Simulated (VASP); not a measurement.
# C6N: single point with PBE+D3(BJ)

C6N, a slab with vacuum:

```xyz
14
Lattice="4.9292 0.0000 0.0000 0.6166 3.5587 0.0000 0.0000 0.0000 23.4976" Properties=species:S:1:pos:R:3 pbc="T T T"
C     1.8494    0.5337    4.0000
C     4.3140    0.5337    4.0000
C     0.6172    0.7472    4.6790
C     3.0818    0.7472    4.6790
C     0.6180    1.1741    6.0367
C     3.0827    1.1741    6.0367
C     1.8504    1.3861    6.6976
C     4.3150    1.3861    6.6976
C     1.8509    1.8485    8.1117
C     4.3155    1.8485    8.1117
C     0.6187    2.0567    8.6976
C     3.0833    2.0567    8.6976
N     1.5432    3.8360   11.7976
N     1.5432    3.8360   12.8976
```

```yaml
Program: VASP 6.6.1
Task: single point
Functional: PBE
Dispersion: D3(BJ)
Potentials_or_basis: VASP PAW PBE potentials, release 64 (C, N)
Cutoff: 520 eV
k_mesh: 6 × 8 × 1
Occupations: gaussian, width 0.05 eV
Spin: no spin polarisation
Dipole_correction: yes
Further_INCAR_settings: ALGO = Normal; EDIFF = 1e-07; NBANDS = 42
```

```
Largest force              : 3.322 eV/Å
Band gap on the k mesh     : zero (bands 29 and 30 overlap by 0.07 eV)
Dispersion energy per atom : -0.106 eV
```

Forces on the atoms (eV/Å):
```
C    0.017  0.465  1.676
C    0.007  0.460  1.672
C   -0.016 -0.947 -3.183
C   -0.001 -0.944 -3.185
C   -0.017  0.467  1.446
C    0.010  0.469  1.456
C   -0.008  0.002  0.030
C    0.005 -0.004  0.011
C    0.004  0.032  0.068
C   -0.009 -0.010 -0.048
C   -0.044 -0.004  0.008
C    0.045  0.014  0.098
N    0.010  0.002 -2.163
N   -0.003 -0.003  2.112
```

Levels at points of the mesh, in eV from the Fermi level:
| k point | band 25 | band 26 | band 27 | band 28 | band 29 | band 30 | band 31 | band 32 | band 33 | band 34 |
| --- | --- | --- | --- | --- | --- | --- | --- | --- | --- | --- |
| (0.00, 0.00, 0.00) | -1.86 | -1.50 | -0.51 | -0.40 | -0.35 | 0.55 | 0.95 | 1.36 | 2.42 | 3.04 |
| (0.50, 0.00, 0.00) | -3.15 | -1.43 | -1.43 | -0.14 | -0.12 | -0.04 | -0.01 | 3.08 | 3.08 | 3.85 |
| (0.00, 0.50, 0.00) | -2.65 | -2.38 | -0.45 | -0.26 | -0.21 | 0.23 | 0.59 | 0.77 | 2.19 | 2.74 |
| (0.50, 0.50, 0.00) | -4.04 | -1.87 | -1.86 | 0.01 | 0.02 | 0.13 | 0.14 | 2.85 | 2.85 | 3.68 |

It took 8.9 min on 1 thread of Intel(R) Xeon(R) Platinum 8488C (Sapphire Rapids), with other jobs on the host, peak memory 0.67 GiB.

Caveat: the standard files for N, O and F lose accuracy on very short bonds.
